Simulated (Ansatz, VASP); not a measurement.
**Two plane-wave programs on LiHF2**

```xyz
4
Lattice="1.3995 0.8080 4.2647 -1.3995 0.8080 4.2647 0.0000 -1.6160 4.2647" Properties=species:S:1:pos:R:3 pbc="T T T"
Li    0.0000    0.0000    0.0000
H     0.0000    0.0000    6.3970
F     0.0000    0.0000    5.2777
F     0.0000    0.0000    7.5163
```

Change from the starting cell: strain -0.030 along x and y, -0.015 along z, atoms carried along.

Alike in both runs: task single point; functional LDA; k mesh 9 × 9 × 9; occupations gaussian, width 0.05 eV; no spin polarisation.

```csv
,VASP,Ansatz
version,VASP 6.6.1,Ansatz 0.2.0
potentials or method,"VASP PAW LDA potentials, release 64 (Li_sv, H, F), cutoff 520 eV","scalar-relativistic, plane waves, PAW"
valence electrons in the cell,18,18
```

|  | VASP | Ansatz | Ansatz less VASP |
| --- | --- | --- | --- |
| gap on the k mesh at the Fermi level (eV) | 8.63 | 8.67 | +0.040 |
| least direct gap on the mesh (eV) | 8.86 | 8.90 | +0.039 |
| rms of the force components (eV/Å) | 0.135 | 0.097 | -0.0383 |

LDA's correlation is that of Perdew and Zunger in VASP and of Perdew and Wang (1992) in Ansatz. Atom by atom the forces differ by 0.038 eV/Å (rms over components).

Noted on VASP's run: the cutoff is under 1.25 times that of the potentials, so the pressure is a little rough.
